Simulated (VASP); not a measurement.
Set up this calculation in VASP 6.6.1, as the native input.

| Quantity | Value |
| --- | --- |
| Task | single point |
| Functional | PBEsol |
| Potentials or basis | VASP PAW PBE potentials, release 64 (Al, O) |
| Cutoff | 520 eV |
| k mesh | 12 × 12 × 4 |
| Occupations | gaussian, width 0.01 eV |
| Spin | no spin polarisation |
| Dipole correction | no |
| Further INCAR settings | ALGO = Normal; EDIFF = 1e-06; NBANDS = 20 |

The structure of Al2O3 lies in POSCAR:

```
Al2O3
1.0
    2.9597470091      0.0000000000      0.0000000000
   -1.4798735045      2.5632160986      0.0000000000
    0.0000000000      0.0000000000      7.0856824692
Al O
2 3
Direct
    0.0000000000      0.0000000000      0.2651840185
    0.0000000000      0.0000000000      0.7348159815
    0.3333333333      0.6666666667      0.1810130847
    0.6666666667      0.3333333333      0.8189869153
    0.0000000000      0.0000000000      0.5000000000
```

These files were run (other wordings do the same):

INCAR

```
PREC = Accurate ; ENCUT = 520
EDIFF = 1E-6 ; ISMEAR = 0
SIGMA = 0.01 ; LREAL = F
LASPH = T ; NELM = 80
ALGO = Normal ; ISIF = 2
LWAVE = F ; LCHARG = F
GGA = PS ; NBANDS = 20
```

KPOINTS

```
Automatic mesh
0
Gamma
  12 12 4
```

Potentials or basis: VASP PAW PBE potentials, release 64 (Al, O).

Launch:

```sh
$ cat potpaw_PBE.64/Al/POTCAR potpaw_PBE.64/O/POTCAR > POTCAR
$ mpirun -np 1 vasp_std > vasp.out
```

It gave:

```json
{
 "Pressure": "5.4 GPa",
 "Largest force": "0.095 eV/Å",
 "Band gap on the k mesh": "2.49 eV"
}
```

Caveat: the cell stands under pressure; the PAW data sets were made with another functional, which shifts forces and pressure a little.

It took 57 s on 1 thread of Intel Xeon 8259CL, on a shared host, peak memory 0.21 GiB.
